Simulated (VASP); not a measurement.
Ir: single point with PBE

Ir:

```
Ir
1.0
     0.00000    2.78551    2.78551
     2.78551    0.00000    2.78551
     2.78551    2.78551    0.00000
Ir
2
Cartesian
  0.0000 0.0000 0.0000
  1.3928 1.3928 1.3928
```

* Program: VASP 6.6.1
* Task: single point
* Functional: PBE
* Potentials or basis: VASP PAW PBE potentials, release 64 (Ir)
* Cutoff: 520 eV
* k mesh: 12 × 12 × 12
* Occupations: fermi-dirac, width 0.0612256 eV
* Spin: no spin polarisation
* Dipole correction: no
* Further INCAR settings: ALGO = Normal; EDIFF = 1e-06; NBANDS = 16

The pressure is -0.6 GPa and the band gap on the k mesh is zero (band 9 reaches 6.20 eV, above the bottom of band 10 at 4.70 eV).

Levels at points of the mesh, in eV from the Fermi level:
| k point | band 5 | band 6 | band 7 | band 8 | band 9 | band 10 | band 11 | band 12 | band 13 | band 14 |
| --- | --- | --- | --- | --- | --- | --- | --- | --- | --- | --- |
| (0.00, 0.00, 0.00) | -4.63 | -4.63 | -1.73 | -1.73 | -1.73 | 0.77 | 0.77 | 10.85 | 10.93 | 12.44 |
| (0.50, 0.00, 0.00) | -4.65 | -4.65 | -1.91 | -1.00 | -1.00 | 0.24 | 0.24 | 1.43 | 8.70 | 8.70 |
| (0.50, 0.50, 0.00) | -3.65 | -3.65 | -2.45 | -2.45 | 0.56 | 0.56 | 1.95 | 1.95 | 3.75 | 3.75 |

Wall time 50 s on 1 thread of Intel Xeon 6975P-C (shared host), peak memory 0.2 GiB.

Caveat: spin-orbit coupling is left out, which moves the levels of the heavy elements.
